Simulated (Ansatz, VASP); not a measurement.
**Bi: VASP beside Ansatz**

```xyz
2
Lattice="2.2266 1.2855 3.8733 -2.2266 1.2855 3.8733 0.0000 -2.5711 3.8733" Properties=species:S:1:pos:R:3 pbc="T T T"
Bi    0.0000    0.0000    2.7178
Bi    0.0000    0.0000    8.9021
```

Change from the starting cell: volume scaled by 0.94.

Alike in both runs: task single point; functional PBE; k mesh 11 × 11 × 11; occupations fermi-dirac, width 0.03 eV; no spin polarisation.

|  | VASP | Ansatz |
| --- | --- | --- |
| version | VASP 6.6.1 | Ansatz 0.2.0 |
| potentials or method | VASP PAW PBE potentials, release 64 (Bi_d), cutoff 520 eV | all-electron LAPW, scalar-relativistic |

```tsv
	VASP	Ansatz	Ansatz less VASP
pressure (GPa)	5.3	5.4	+0.08
traceless stress, the component that is largest in VASP (GPa)	-0.30	-0.30	+0.002
rms of the force components (eV/Å)	0.295	0.291	-0.0045
```

Atom by atom the forces differ by 0.005 eV/Å (rms over components). Ansatz ran all-electron here, and VASP with PAW potentials.

Spin-orbit coupling is off throughout.
